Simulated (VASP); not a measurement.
Input of a VASP 6.6.1 run:

The input INCAR:

```
PREC = Accurate
ENCUT = 520
EDIFF = 1E-6
ISMEAR = -1
SIGMA = 0.05
LREAL = F
LASPH = T
NELM = 150
ALGO = Normal
ISIF = 2
LWAVE = F
LCHARG = F
ISPIN = 2
MAGMOM = 3 0
LORBIT = 11
LMAXMIX = 4
GGA = PE
NBANDS = 18
```

KPOINTS

```
Automatic mesh
0
Gamma
  8 8 8
```

POSCAR

```
FeO
1.0
    0.0000000000      2.1545451462      2.1545451462
    2.1545451462      0.0000000000      2.1545451462
    2.1545451462      2.1545451462      0.0000000000
Fe O
1 1
Direct
    0.0000000000      0.0000000000      0.0000000000
    0.5000000000      0.5000000000      0.5000000000
```

Potentials or basis: VASP PAW PBE potentials, release 64 (Fe, O).

Run with:

```sh
$ cat potpaw_PBE.64/Fe/POTCAR potpaw_PBE.64/O/POTCAR > POTCAR
$ mpirun -np 1 vasp_std > vasp.out
```

What does it give for the band gap on the k mesh?

Zero (filled and empty bands overlap).

Predict the net moment.

4.00 μB per cell.

Predict the pressure.

0.1 GPa.

Caveat: a cell with one magnetic atom can't hold antiferromagnetic order, which such compounds often take; semilocal functionals often make such compounds metallic where correlation or magnetic order opens a gap, which also shifts bond lengths.

**The experiment to reproduce.**

“W\"ustite: Electric, thermodynamic and optical properties of FeO”, 2012, arxiv:1203.1201 quotes, for a bulk crystal of FeO: band gap 2.4 eV (optical).

A measured gap of FeO is 2.4 eV (optical; quoted in “W\"ustite: Electric, thermodynamic and optical properties of FeO”, 2012, arxiv:1203.1201); the calculated 0.00 eV misses it by -2.40 eV. So large a miss can be the level of theory's own, or it may mean another phase, state or a wrong row. The value is that of PBE on a finite k mesh, which can miss the band edges, without temperature or zero-point motion. Semilocal functionals fall short of measured gaps as a rule. The run's magnetic order (collinear spin, ferromagnetic start) needn't be the measured crystal's.
